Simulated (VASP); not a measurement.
The system is MnPbO3.

```
Mn Pb O
1.0
     3.91463    0.00000    0.00000
     0.00000    3.91463    0.00000
     0.00000    0.00000    3.91463
Mn Pb O
1 1 3
Direct
  0.50000 0.50000 0.50000
  0.00000 0.00000 0.00000
  0.00000 0.50000 0.50000
  0.50000 0.00000 0.50000
  0.50000 0.50000 0.00000
```

Base run:

| Quantity | Value |
| --- | --- |
| Program | VASP 6.6.1 |
| Functional | LDA |
| Potentials or basis | VASP PAW LDA potentials, release 64 (Mn_pv, Pb_d, O) |
| Cutoff | 520 eV |
| k mesh | 6 × 6 × 6 |
| Occupations | fermi-dirac, width 0.1 eV |
| Spin | collinear spin, ferromagnetic start |
| Starting moments | [5.2, 0.0, 0.0, 0.0, 0.0] μB |
| Hubbard terms | Mn d U = 4.5 eV |

Its results: pressure -11.9 GPa; net moment 3.06 μB per cell; site moments Mn +3.46; Pb -0.04; O -0.14 μB.

After a change of settings the same cell gave: pressure -9.6 GPa; net moment 3.06 μB per cell; site moments Mn +3.64; Pb -0.04; O -0.19 μB. Which change was it?
A. hubbard terms from Mn d U = 4.5 eV to Mn d U = 3.0 eV; further incar settings from ALGO = Normal; EDIFF = 1e-06; NBANDS = 34 to ALGO = Normal; EDIFF = 1e-07; NBANDS = 34
B. hubbard terms from Mn d U = 4.5 eV to none
C. hubbard terms from Mn d U = 4.5 eV to Mn d U = 1.5 eV
D. hubbard terms from Mn d U = 4.5 eV to Mn d U = 6.0 eV

D.

Caveats: the cell stands under tension; a cell with one magnetic atom can't hold antiferromagnetic order, which such compounds often take.
